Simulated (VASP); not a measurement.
# AlHgF4 (P4/mmm) in VASP: single point with PBE

Aim: the single point of AlHgF4 with PBE.

Program: VASP 6.6.1. These are calculated values, not measurements. Logs are shortened: lines on timing, memory, paths and dates and some standing lists are left out, and cuts for length are marked.

**1. The cell of the first run**

Symmetry: P4/mmm, No. 123, tetragonal system. Conventional cell: a = 3.377 Å, b = 3.377 Å, c = 6.529 Å, α = 90.00°, β = 90.00°, γ = 90.00°. Al (site symmetry 4/mmm) has 8 F at 2.03 Å within 2.7 Å. Hg (site symmetry 4/mmm) has 8 F at 2.73 Å and 4 Hg at 3.38 Å within 3.6 Å. Within 2.7 Å of F (site symmetry 2mm) lie 2 Al at 2.03 Å and 5 F at 2.24 to 2.39 Å.

**2. Single point, PBE**

INCAR reads:

```
PREC = Accurate
ENCUT = 520
EDIFF = 1E-7
ISMEAR = 0
SIGMA = 0.1
LREAL = F
LASPH = T
NELM = 60
ALGO = Normal
ISIF = 2
LWAVE = F
LCHARG = F
GGA = PE
NBANDS = 30
```

KPOINTS reads:

```
Automatic mesh
0
Gamma
  12 12 6
```

POSCAR reads:

```
AlHgF4
1.0
    3.3768108086      0.0000000000      0.0000000000
    0.0000000000      3.3768108086      0.0000000000
    0.0000000000      0.0000000000      6.5291530934
Al Hg F
1 1 4
Direct
    0.0000000000      0.0000000000      0.0000000000
    0.5000000000      0.5000000000      0.5000000000
    0.5000000000      0.0000000000      0.8283242038
    0.0000000000      0.5000000000      0.1716757962
    0.5000000000      0.0000000000      0.1716757962
    0.0000000000      0.5000000000      0.8283242038
```

Potentials or basis: VASP PAW PBE potentials, release 64 (Al, Hg, F).

Launch:

```console
cat potpaw_PBE.64/Al/POTCAR potpaw_PBE.64/Hg/POTCAR potpaw_PBE.64/F/POTCAR > POTCAR
mpirun -np 1 vasp_std > vasp.out
```

OUTCAR:

```text
PREC = Accurate
   ENCUT = 520
   EDIFF = 1E-7
   ISMEAR = 0
   LREAL = F
   LASPH = T
   NELM = 60
   ISIF = 2
   GGA = PE

 ion  position               nearest neighbor table
   1  0.000  0.000  0.000-   3 2.03   4 2.03   5 2.03   6 2.03   4 2.03   6 2.03   3 2.03   5 2.03

   2  0.500  0.500  0.500-   3 2.73   4 2.73   5 2.73   6 2.73   3 2.73   5 2.73   4 2.73   6 2.73

   3  0.500  0.000  0.828-   1 2.03   1 2.03   2 2.73   2 2.73
   4  0.000  0.500  0.172-   1 2.03   1 2.03   2 2.73   2 2.73
   5  0.500  0.000  0.172-   1 2.03   1 2.03   2 2.73   2 2.73
   6  0.000  0.500  0.828-   1 2.03   1 2.03   2 2.73   2 2.73

  LATTYP: Found a simple tetragonal cell.
 ALAT       =     3.3768108086
 C/A-ratio  =     1.9335264732

  Lattice vectors:

 A1 = (   3.3768108086,   0.0000000000,   0.0000000000)
 A2 = (   0.0000000000,   3.3768108086,   0.0000000000)
 A3 = (   0.0000000000,   0.0000000000,   6.5291530934)

Analysis of symmetry for initial positions (statically):
=====================================================================
 Subroutine PRICEL returns:
 Original cell was already a primitive cell.

 Routine SETGRP: Setting up the symmetry group for a
 simple tetragonal supercell.

 Subroutine GETGRP returns: Found 16 space group operations
 (whereof 16 operations were pure point group operations)
 out of a pool of 16 trial point group operations.

The static configuration has the point symmetry D_4h.

Analysis of symmetry for dynamics (positions and initial velocities):
=====================================================================
 Subroutine PRICEL returns:
 Original cell was already a primitive cell.

 Routine SETGRP: Setting up the symmetry group for a
 simple tetragonal supercell.

 Subroutine GETGRP returns: Found 16 space group operations
 (whereof 16 operations were pure point group operations)
 out of a pool of 16 trial point group operations.

The dynamic configuration has the point symmetry D_4h.

 Subroutine INISYM returns: Found 16 space group operations
 (whereof 16 operations are pure point group operations),
 and found     1 'primitive' translations

----------------------------------------------------------------------------------------

                                     Primitive cell

  volume of cell :      74.4510

  direct lattice vectors                    reciprocal lattice vectors
     3.376810809  0.000000000  0.000000000     0.296137408  0.000000000  0.000000000
     0.000000000  3.376810809  0.000000000     0.000000000  0.296137408  0.000000000
[... 93 lines left out ...]
   EDIFF  = 0.1E-06   stopping-criterion for ELM
   LREAL  =      F    real-space projection
   EDIFFG = 0.1E-05   stopping-criterion for IOM
   NSW    =      0    number of steps for IOM
   IBRION =     -1    ionic relax: 0-MD 1-quasi-New 2-CG
   NFREE  =      0    steps in history (QN), initial steepest desc. (CG)
   ISIF   =      2    stress and relaxation
   ISYM   =      2    0-nonsym 1-usesym 2-fastsym
   POTIM  = 0.5000    time-step for ionic-motion
   TEBEG  =    0.0;   TEEND  =   0.0 temperature during run
   PSTRESS=    0.0 pullay stress
   NELECT =      43.0000    total number of electrons
   NUPDOWN=      -1.0000    fix difference up-down
   EMIN   =  10.00;   EMAX   =-10.00  energy-range for DOS
   EFERMI =   0.00;   METHOD = LEGACY
   ISMEAR =     0;   SIGMA  =   0.10  broadening in eV -4-tet -1-fermi 0-gaus
   EFERMI_NEDOS =   21; number of points for ismear=-14 and -15
   IALGO  =     38    algorithm
   IMIX   =      4    mixing-type and parameters
     AMIX     =   0.40;   BMIX     =  1.00
     AMIX_MAG =   1.60;   BMIX_MAG =  1.00
  volume/ion in A,a.u.               =      12.41        83.74
  Fermi-wavevector in a.u.,A,eV,Ry     =   1.363351  2.576359 25.289486  1.858725
  Thomas-Fermi vector in A             =   2.489761
   LORBIT       =      0    0 simple, 1 ext, 2 COOP (PROOUT), +10 PAW based schemes
   GGA     = PE    functional components
   LHFCALC =     F    Hartree Fock is set to
   AEXX    =    0.0000 exact exchange contribution
   IVDW    =     0    specifies the selected vdW correction
   LEPSILON=     F    determine dielectric tensor
   LRPA    =     F    only Hartree local field effects (RPA)
 non-spin polarized calculation
 Gauss-broadening in eV      SIGMA  =   0.10
  energy-cutoff  :      520.00
  volume of cell :       74.45
 maximum number of plane-waves:      2021
 NGX is ok and might be reduce to    28
   NGX = 13   NGY = 13   NGZ = 25

 number of electron      42.9999978 magnetization

 Free energy of the ion-electron system (eV)
  ---------------------------------------------------
  ext. energy  EPLUGINS =         0.00000000
  ---------------------------------------------------
  free energy    TOTEN  =       -24.54740336 eV

  energy without entropy =      -24.54205151  energy(sigma->0) =      -24.54472744

 E-fermi :   2.1888     XC(G=0): -10.3325

 val. band max:        2.1861487196   @ k =   0.4167   0.0000   0.1667
 cond. band min:       2.1891514419   @ k =   0.4167   0.1667   0.0000
 fundamental gap:      0.0030027223
 Fermi energy:         2.1888408043

 k-point     1 :       0.0000    0.0000    0.0000
  band No.  band energies     occupation
      1     -21.6013      2.00000
      2     -20.7188      2.00000
      3     -19.8695      2.00000
      4     -19.2256      2.00000
      5      -5.1259      2.00000
      6      -4.1751      2.00000
[... 781 lines left out ...]
     29      13.8464      0.00000
     30      14.0696      0.00000

 [... further k-points ...]
[... 5 lines left out ...]
  --------------------------------------------------------------------------------------
  -------------------------------------------------------------------------------------
  Total       -0.0310185     -0.0310185     -0.0726640      0.0000000      0.0000000      0.0000000
  in kB       -0.6675140     -0.6675140     -1.5637211      0.0000000      0.0000000      0.0000000
  external PRESSURE =      -0.9662497 kB  Pullay stress =       0.0000000 kB

 VOLUME and BASIS-vectors are now :
 -----------------------------------------------------------------------------
  energy-cutoff  :      520.00
  volume of cell :       74.45
      direct lattice vectors                 reciprocal lattice vectors
     3.376810809  0.000000000  0.000000000     0.296137408  0.000000000  0.000000000
     0.000000000  3.376810809  0.000000000     0.000000000  0.296137408  0.000000000
     0.000000000  0.000000000  6.529153093     0.000000000  0.000000000  0.153159221

 POSITION                                       TOTAL-FORCE (eV/Angst)
 -----------------------------------------------------------------------------------
      0.00000      0.00000      0.00000         0.000000     -0.000000      0.000000
      1.68841      1.68841      3.26458         0.000000     -0.000000      0.000000
      1.68841      0.00000      5.40826         0.000000      0.000000      0.006696
      0.00000      1.68841      1.12090        -0.000000     -0.000000     -0.006696
      1.68841      0.00000      1.12090         0.000000      0.000000     -0.006696
      0.00000      1.68841      5.40826         0.000000     -0.000000      0.006696
 -----------------------------------------------------------------------------------
    total drift:                                0.000000      0.000000      0.000000

  FREE ENERGIE OF THE ION-ELECTRON SYSTEM (eV)
  ---------------------------------------------------
  free  energy   TOTEN  =       -24.5474033610 eV

  energy  without entropy=      -24.5420515148  energy(sigma->0) =      -24.54472744
```

stdout:

```text
POSCAR found type information on POSCAR AlHgF
 POSCAR found :  3 types and       6 ions
 scaLAPACK will be used
 LDA part: xc-table for (Slater+PW92), standard interpolation
 POSCAR, INCAR and KPOINTS ok, starting setup
 FFT: planning ... GRIDC
 FFT: planning ... GRID_SOFT
 FFT: planning ... GRID
 WAVECAR not read
 entering main loop
```

It took 97 s on 1 thread of Intel Xeon 6975P-C (Granite Rapids), shared host; peak memory 0.34 GiB.

What came out:

| Item | Value |
| --- | --- |
| Free energy | -24.5474 eV |
| Pressure | -0.1 GPa |
| Largest force | 0.007 eV/Å |

Forces on the atoms (eV/Å):
```
Al   0.000  0.000  0.000
Hg   0.000  0.000  0.000
F    0.000  0.000  0.007
F    0.000  0.000 -0.007
F    0.000  0.000 -0.007
F    0.000  0.000  0.007
```

Caveat: spin-orbit coupling is left out, which moves the levels of the heavy elements; an odd number of electrons without spin polarisation forces a metal; a magnetic or distorted state may lie lower.
